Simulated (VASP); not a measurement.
Set up this calculation in VASP 6.6.1, as the native input.

- Task: single point
- Functional: PBEsol
- Potentials or basis: VASP PAW PBE potentials, release 64 (B, N)
- Cutoff: 520 eV
- k mesh: 12 × 12 × 4
- Occupations: gaussian, width 0.05 eV
- Spin: no spin polarisation
- Dipole correction: no
- Further INCAR settings: ALGO = Normal; EDIFF = 1e-06; NBANDS = 16

The structure of BN lies in POSCAR:

```
BN
1.0
    2.3800706650      0.0000000000      0.0000000000
   -1.1900353325      2.0612016587      0.0000000000
    0.0000000000      0.0000000000      6.8498433739
B N
2 2
Direct
    0.3333333333      0.6666666667      0.2500000000
    0.6666666667      0.3333333333      0.7500000000
    0.3333333333      0.6666666667      0.7500000000
    0.6666666667      0.3333333333      0.2500000000
```

This cell differs from its parent crystal: volume 8.401 Å^3 an atom, c/a of the conventional cell 2.8780.

The input as run:

INCAR

```
PREC = Accurate
ENCUT = 520
EDIFF = 1E-6
ISMEAR = 0
SIGMA = 0.05
LREAL = False
LASPH = True
NELM = 60
ALGO = Normal
ISIF = 2
LWAVE = False
LCHARG = False
GGA = PS
NBANDS = 16
```

KPOINTS

```
regular mesh
0
Gamma
  12 12 4
```

Potentials or basis: VASP PAW PBE potentials, release 64 (B, N).

Launch:

```sh
$ cat potpaw_PBE.64/B/POTCAR potpaw_PBE.64/N/POTCAR > POTCAR
$ mpirun -np 1 vasp_std > vasp.out
```

Results of the run:

```yaml
Pressure: 44.8 GPa
Band_gap_on_the_k_mesh: 4.45 eV, indirect (least direct gap 4.96 eV)
```

Caveat: the PAW data sets were made with another functional, which shifts forces and pressure a little; this functional lacks dispersion, which binds the layers, so the pressure and a relaxed spacing across them are unreliable.

Run time: 17 s on 1 thread of AMD EPYC 9R45 96-Core Processor (Zen 5), on a shared host, peak memory 0.12 GiB.
